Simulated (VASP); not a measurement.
PbI2:

```
CELL_PARAMETERS angstrom
4.55500 0.00000 0.00000
-2.27750 3.94475 0.00000
0.00000 0.00000 6.97700
ATOMIC_POSITIONS crystal
Pb 0.00000 0.00000 0.00000
I 0.33333 0.66667 0.26500
I 0.66667 0.33333 0.73500
```

```yaml
Program: VASP 6.6.1
Task: relaxation of cell and atoms
Functional: PBE
Dispersion: D3(BJ)
Potentials_or_basis: VASP PAW PBE potentials, release 64 (Pb_d, I)
Cutoff: 500 eV
k_mesh: 6 × 6 × 4
Occupations: fermi-dirac, width 0.02 eV
Spin: no spin polarisation
```

At the start: pressure 0.5 GPa; volume 41.79 Å³/atom.

**Question.** Where does the relaxation end?

**Answer.** Over 9 steps the energy falls by 2.5 meV/atom; space group P-3m1 (No. 164, to 0.1 Å) before and after.

Step by step:
```
step  energy change (eV)  largest force (eV/Å)  pressure (GPa)  volume (Å³)
   1              0.0000                0.1785            0.53       125.36
   2             -0.0050                0.0427           -0.12       127.89
   3             -0.0051                0.0556           -0.06       127.64
   4             -0.0055                0.0506           -0.06       127.44
   5             -0.0065                0.0355           -0.04       126.83
   6             -0.0071                0.0037            0.00       125.61
   7             -0.0071                0.0085            0.00       125.79
   8             -0.0073                0.0058            0.00       125.65
   9             -0.0075                0.0013            0.00       125.33
```

Final structure:
```yaml
crystal:
  lattice:
    - [4.55765, 0.00000, 0.00000]
    - [-2.27883, 3.94704, 0.00000]
    - [0.00000, 0.00000, 6.96677]
  atoms:
    - { symbol: Pb, position: [0.00000, 0.00000, 0.00000] }
    - { symbol: I, position: [0.33333, 0.66667, 0.27122] }
    - { symbol: I, position: [0.66667, 0.33333, 0.72878] }
```
